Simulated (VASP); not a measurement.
# Si63S (a cell with a defect) in VASP: a series of runs, part 2 of 2

VASP 6.6.1. The steps go on from the part before.

## 4. Single point, PBEsol, collinear spin

INCAR

```
SYSTEM = Si63S
ALGO = Normal ; EDIFF = 1E-6
ENCUT = 400 ; GGA = PS
GGA_COMPAT = .False. ; ISIF = 2
ISMEAR = -1 ; ISPIN = 2
ISYM = -1 ; LASPH = .True.
LCHARG = .False. ; LORBIT = 11
LREAL = Auto ; LWAVE = .False.
MAGMOM = 0 0 0 0 0 0 0 0 0 0 0 0 0 0 0.2 0 0 0 0 0 0 0 0 0 0.2 0 0 0 0 0 0 0 0 0 0 0 0 0 0 0 0 0.2 0 0 0 0 0 0 0 0 0 0 0 0 0 0 0 0 0 0.2 0 0 0 0.2 ; NBANDS = 171
NELECT = 257.0 ; NELM = 200
PREC = Accurate ; SIGMA = 0.05
```

KPOINTS

```
explicit points
1
Reciprocal
  0.25000000   0.25000000   0.25000000 1
```

POSCAR

```
Si63S
1.0
   10.8655790000      0.0000000000      0.0000000000
    0.0000000000     10.8655790000      0.0000000000
    0.0000000000      0.0000000000     10.8655790000
Si S
63 1
Direct
    0.0000580000      0.9995100000      0.9998470000
    0.9990470000      0.9985520000      0.4985920000
    0.9990480000      0.4982610000      0.9988660000
    0.0008700000      0.4999430000      0.5002860000
    0.4987760000      0.9985560000      0.9988630000
    0.5004910000      0.0003130000      0.5002840000
    0.5004880000      0.4999380000      0.0006560000
    0.1250750000      0.1247130000      0.1249310000
    0.1250430000      0.1245960000      0.6248890000
    0.1250260000      0.6246370000      0.1248200000
    0.1251960000      0.6254330000      0.6256600000
    0.6250880000      0.1245990000      0.1248170000
    0.6257920000      0.1248420000      0.6256550000
    0.6257820000      0.6254240000      0.1250720000
    0.6262830000      0.6258340000      0.6261060000
    0.2498430000      0.2494210000      0.9994770000
    0.2499270000      0.2494980000      0.4978540000
    0.2495260000      0.7497040000      0.0001770000
    0.2500230000      0.7509670000      0.5020370000
    0.7501420000      0.2490980000      0.0001650000
    0.7513780000      0.2496220000      0.5020350000
    0.7503290000      0.7499220000      0.9997590000
    0.7494680000      0.7490300000      0.4970090000
    0.3751140000      0.3746130000      0.1241370000
    0.3708260000      0.3704830000      0.6316980000
    0.3745430000      0.8740860000      0.1254550000
    0.3752310000      0.8764350000      0.6253110000
    0.8744660000      0.3741490000      0.1254700000
    0.8769310000      0.3747410000      0.6253060000
    0.8753940000      0.8749310000      0.1250060000
    0.8743030000      0.8738980000      0.6257900000
    0.2498230000      0.9992580000      0.2496590000
    0.2495280000      0.9999350000      0.7499550000
    0.2499110000      0.4976140000      0.2496960000
    0.2500380000      0.5018150000      0.7511840000
    0.7501350000      0.9999330000      0.2493170000
    0.7503240000      0.9995200000      0.7501690000
    0.7513210000      0.5018110000      0.2499020000
    0.7494850000      0.4967600000      0.7492820000
    0.3751040000      0.1238000000      0.3749630000
    0.3745590000      0.1251450000      0.8743850000
    0.3707580000      0.6314440000      0.3707200000
    0.3752310000      0.6249640000      0.8767790000
    0.8745020000      0.1251270000      0.3744450000
    0.8754020000      0.1246740000      0.8752700000
    0.8769150000      0.6249620000      0.3750960000
    0.8743170000      0.6254690000      0.8742230000
    0.9995720000      0.2493770000      0.2496840000
    0.0003540000      0.2490150000      0.7499890000
    0.0003370000      0.7496390000      0.2493510000
    0.9998410000      0.7498850000      0.7501950000
    0.4980510000      0.2494110000      0.2497570000
    0.5021130000      0.2496200000      0.7511820000
    0.5021130000      0.7508900000      0.2499150000
    0.4971910000      0.7489820000      0.7493320000
    0.1242920000      0.3746150000      0.3748450000
    0.1256270000      0.3741100000      0.8742970000
    0.1256010000      0.8740730000      0.3743470000
    0.1251750000      0.8749110000      0.8751560000
    0.6319450000      0.3703490000      0.3706320000
    0.6254550000      0.3747380000      0.8766600000
    0.6254580000      0.8764210000      0.3749770000
    0.6259470000      0.8738750000      0.8741230000
    0.5000520000      0.4995950000      0.4999720000
```

Command:

```
> cat potpaw_PBE.64/Si/POTCAR potpaw_PBE.64/S/POTCAR > POTCAR
> mpirun -np 1 vasp_std > vasp.out
```

It took 7.5 min on 1 thread of AMD EPYC 9R45 (Zen 5), shared host; peak memory 1.1 GiB.

The run converged. Its results:

- Free energy: -371.6333 eV
- Largest force: 0.016 eV/Å
- Net moment: 0.00 μB per cell
- Valence electrons inside the program's atomic spheres: Si 1.69, 1.68, 1.63 (each value once); S 3.63

Forces in eV/Å, atoms in the order of the input:
```
Si  -0.002 -0.001 -0.001
Si   0.001  0.001  0.004
Si   0.001  0.003  0.002
Si  -0.001 -0.001 -0.002
Si   0.003  0.001  0.001
Si  -0.002  0.001 -0.002
Si  -0.002 -0.001  0.000
Si   0.002  0.001  0.002
Si   0.004  0.003  0.005
Si   0.003  0.005  0.005
Si   0.002  0.000  0.002
Si   0.004  0.003  0.005
Si   0.001  0.001  0.001
Si   0.002  0.000  0.001
Si   0.008  0.009  0.008
Si   0.000 -0.001 -0.002
Si  -0.004 -0.006  0.000
Si  -0.001 -0.001 -0.003
Si   0.002  0.000  0.007
Si   0.000 -0.002 -0.003
Si   0.001  0.002  0.008
Si   0.001  0.001  0.000
Si  -0.002 -0.003 -0.004
Si  -0.002  0.000  0.001
Si   0.000 -0.002 -0.012
Si  -0.005 -0.001  0.001
Si  -0.003  0.001  0.000
Si   0.000 -0.005  0.001
Si   0.000 -0.001  0.001
Si   0.001  0.000  0.002
Si  -0.001  0.001  0.001
Si   0.001 -0.004  0.001
Si  -0.001 -0.004  0.000
Si  -0.004 -0.002 -0.003
Si   0.002  0.006  0.001
Si   0.000 -0.004 -0.001
Si   0.001 -0.001  0.001
Si   0.003  0.005  0.001
Si  -0.002 -0.006 -0.002
Si  -0.001  0.002 -0.002
Si  -0.006  0.002 -0.003
Si   0.002 -0.014  0.000
Si  -0.003  0.003  0.000
Si  -0.003  0.001 -0.008
Si   0.001  0.002 -0.001
Si  -0.001  0.002 -0.003
Si   0.000  0.001 -0.001
Si  -0.001  0.000  0.000
Si  -0.003  0.000  0.000
Si  -0.002  0.001 -0.001
Si   0.002  0.001  0.001
Si   0.000 -0.003 -0.004
Si   0.008  0.002  0.000
Si   0.008  0.001  0.001
Si  -0.005 -0.003 -0.004
Si   0.000 -0.001  0.001
Si   0.001 -0.004  0.000
Si   0.001 -0.001 -0.004
Si   0.001  0.002  0.001
Si  -0.016  0.002  0.001
Si   0.001 -0.001  0.001
Si   0.001  0.001 -0.001
Si   0.002  0.001  0.002
S    0.004  0.004 -0.001
```

Levels at points of the mesh, in eV from the Fermi level:
Spin up:
```tsv
k point	band 125	band 126	band 127	band 128	band 129	band 130	band 131	band 132	band 133	band 134
(0.25, 0.25, 0.25)	-1.19	-1.12	-0.70	-0.70	0.00	0.43	0.43	0.65	0.82	0.82
```
Spin down:
| k point | band 126 | band 127 | band 128 | band 129 | band 130 | band 131 |
| --- | --- | --- | --- | --- | --- | --- |
| (0.25, 0.25, 0.25) | -1.12 | -0.70 | -0.70 | 0.00 | 0.43 | 0.43 |

Caveat: the cell carries a net charge on a neutralising background, which shifts energy and pressure; the cell is charged against a uniform background, so pressure and absolute levels hang on convention; the PAW data sets were made with another functional, which shifts forces and pressure a little.

## 5. Single point, PBEsol, collinear spin

INCAR

```
ALGO = Normal ; EDIFF = 1E-6
ENCUT = 400 ; GGA = PS
GGA_COMPAT = F ; ISIF = 2
ISMEAR = -1 ; ISPIN = 2
ISYM = -1 ; LASPH = T
LCHARG = F ; LORBIT = 11
LREAL = Auto ; LWAVE = F
MAGMOM = 0 0 0 0 0 0 0 0 0 0 0 0 0 0 0.2 0 0 0 0 0 0 0 0 0 0.2 0 0 0 0 0 0 0 0 0 0 0 0 0 0 0 0 0.2 0 0 0 0 0 0 0 0 0 0 0 0 0 0 0 0 0 0.2 0 0 0 0.2 ; NBANDS = 171
NELECT = 259.0 ; NELM = 200
PREC = Accurate ; SIGMA = 0.05
```

KPOINTS is that of step 4.

POSCAR

```
Si63S
1.0
   10.8655790000      0.0000000000      0.0000000000
    0.0000000000     10.8655790000      0.0000000000
    0.0000000000      0.0000000000     10.8655790000
Si S
63 1
Direct
    0.0002860000      0.9996840000      0.0000850000
    0.9978410000      0.9975870000      0.4977670000
    0.9980240000      0.4974500000      0.9978680000
    0.0015690000      0.5000910000      0.5006930000
    0.4979120000      0.9975620000      0.9976720000
    0.5009620000      0.0004290000      0.5007180000
    0.5009110000      0.5001070000      0.0013160000
    0.1255880000      0.1253390000      0.1254410000
    0.1243960000      0.1241510000      0.6239080000
    0.1243700000      0.6237920000      0.1242420000
    0.1262840000      0.6261610000      0.6262610000
    0.6240100000      0.1241630000      0.1242540000
    0.6262750000      0.1261550000      0.6261470000
    0.6263690000      0.6261250000      0.1261580000
    0.6241090000      0.6234960000      0.6239330000
    0.2502630000      0.2500800000      0.9998400000
    0.2500880000      0.2499310000      0.4999570000
    0.2488730000      0.7494860000      0.0006320000
    0.2494960000      0.7517760000      0.5014140000
    0.7497260000      0.2488060000      0.0006820000
    0.7518730000      0.2497550000      0.5015940000
    0.7499050000      0.7496580000      0.9992350000
    0.7477390000      0.7473710000      0.4968140000
    0.3758380000      0.3752680000      0.1254040000
    0.3708980000      0.3707990000      0.6350010000
    0.3749420000      0.8743040000      0.1253000000
    0.3751920000      0.8764690000      0.6253220000
    0.8748890000      0.3745190000      0.1254290000
    0.8775330000      0.3746720000      0.6253820000
    0.8754870000      0.8748880000      0.1247720000
    0.8734050000      0.8728330000      0.6250340000
    0.2504360000      0.9993910000      0.2503290000
    0.2490100000      0.9998410000      0.7495850000
    0.2501240000      0.4993990000      0.2499820000
    0.2497650000      0.5011110000      0.7521280000
    0.7497000000      0.9998860000      0.2489260000
    0.7499950000      0.9987850000      0.7498440000
    0.7522780000      0.5011330000      0.2497110000
    0.7480720000      0.4961430000      0.7479620000
    0.3759650000      0.1254790000      0.3757960000
    0.3748460000      0.1256140000      0.8743270000
    0.3707990000      0.6350950000      0.3706580000
    0.3752100000      0.6254530000      0.8772890000
    0.8745010000      0.1256420000      0.3746720000
    0.8754460000      0.1249560000      0.8752760000
    0.8775820000      0.6254710000      0.3750310000
    0.8734840000      0.6250790000      0.8732920000
    0.0000850000      0.2500630000      0.2501100000
    0.0009150000      0.2487820000      0.7496180000
    0.0009010000      0.7495110000      0.2487220000
    0.9994660000      0.7496370000      0.7497790000
    0.5001700000      0.2499400000      0.2499770000
    0.5017660000      0.2496800000      0.7517080000
    0.5016320000      0.7516950000      0.2493930000
    0.4970390000      0.7473240000      0.7475260000
    0.1255080000      0.3752580000      0.3756350000
    0.1254610000      0.3745530000      0.8747420000
    0.1253600000      0.8743830000      0.3748090000
    0.1248540000      0.8748920000      0.8753350000
    0.6350770000      0.3708390000      0.3707900000
    0.6254260000      0.3746640000      0.8772870000
    0.6254240000      0.8764530000      0.3750240000
    0.6251580000      0.8728790000      0.8732260000
    0.4994780000      0.4955510000      0.4987260000
```

Command:

```
> cat potpaw_PBE.64/Si/POTCAR potpaw_PBE.64/S/POTCAR > POTCAR
> mpirun -np 1 vasp_std > vasp.out
```

It took 6.3 min on 1 thread of AMD EPYC 9R45 (Zen 5), shared host; peak memory 1.1 GiB.

The run converged. Its results:

```yaml
Free_energy: -359.0133 eV
Largest_force: 0.090 eV/Å
Net_moment: 0.00 μB per cell
Valence_electrons_inside_the_program's_atomic_spheres: Si 1.69, 1.68, 1.64, 1.70, 1.65 (each value once); S 3.64
```

Forces on the atoms (eV/Å):
```
Si  -0.023  0.030 -0.012
Si  -0.022  0.028 -0.013
Si  -0.019  0.035 -0.008
Si  -0.025  0.040 -0.013
Si  -0.020  0.026 -0.011
Si  -0.026  0.039 -0.013
Si  -0.025  0.039 -0.017
Si   0.019 -0.028  0.011
Si   0.015 -0.031  0.016
Si   0.018 -0.031  0.009
Si   0.019 -0.034  0.010
Si   0.025 -0.033  0.011
Si   0.018 -0.036  0.008
Si   0.022 -0.033  0.011
Si   0.021 -0.061  0.008
Si   0.009 -0.008 -0.009
Si   0.010 -0.009 -0.011
Si   0.011 -0.006 -0.013
Si   0.018 -0.011 -0.009
Si   0.010 -0.012 -0.011
Si   0.014 -0.013 -0.018
Si   0.008 -0.007 -0.009
Si   0.018 -0.007 -0.016
Si  -0.012  0.006  0.012
Si   0.019 -0.019  0.011
Si  -0.007  0.008  0.013
Si  -0.009  0.017  0.009
Si  -0.011  0.002  0.009
Si  -0.014  0.007  0.013
Si  -0.008  0.012  0.011
Si  -0.009  0.012  0.011
Si   0.006  0.029  0.001
Si   0.008  0.036  0.001
Si   0.004  0.026  0.003
Si   0.000  0.041  0.001
Si   0.002  0.033  0.000
Si   0.003  0.033  0.000
Si   0.003  0.042 -0.006
Si   0.004  0.035 -0.002
Si  -0.001 -0.033 -0.001
Si  -0.003 -0.032 -0.001
Si  -0.005 -0.027 -0.007
Si   0.003 -0.032  0.000
Si   0.000 -0.030  0.002
Si  -0.001 -0.029  0.001
Si  -0.006 -0.031  0.006
Si  -0.005 -0.029  0.000
Si  -0.020 -0.011  0.007
Si  -0.019 -0.014  0.007
Si  -0.022 -0.005  0.009
Si  -0.020 -0.005  0.005
Si  -0.022 -0.010  0.008
Si  -0.027 -0.008  0.011
Si  -0.019 -0.008  0.015
Si  -0.024 -0.002  0.018
Si   0.023  0.006 -0.009
Si   0.021 -0.001 -0.010
Si   0.020  0.006 -0.007
Si   0.019  0.009 -0.007
Si   0.022 -0.015  0.018
Si   0.024  0.005 -0.010
Si   0.019  0.016 -0.009
Si   0.014  0.006 -0.011
S   -0.044  0.076 -0.022
```

Levels at points of the mesh, in eV from the Fermi level:
Spin up:
| k point | band 126 | band 127 | band 128 | band 129 | band 130 | band 131 | band 132 | band 133 |
| --- | --- | --- | --- | --- | --- | --- | --- | --- |
| (0.25, 0.25, 0.25) | -1.50 | -1.08 | -1.07 | -0.34 | 0.04 | 0.07 | 0.30 | 0.45 |
Spin down:
| k point | band 125 | band 126 | band 127 | band 128 | band 129 | band 130 | band 131 | band 132 | band 133 | band 134 |
| --- | --- | --- | --- | --- | --- | --- | --- | --- | --- | --- |
| (0.25, 0.25, 0.25) | -1.57 | -1.50 | -1.08 | -1.07 | -0.34 | 0.04 | 0.07 | 0.30 | 0.45 | 0.47 |

Caveat: the cell carries a net charge on a neutralising background, which shifts energy and pressure; the cell is charged against a uniform background, so pressure and absolute levels hang on convention; the PAW data sets were made with another functional, which shifts forces and pressure a little.
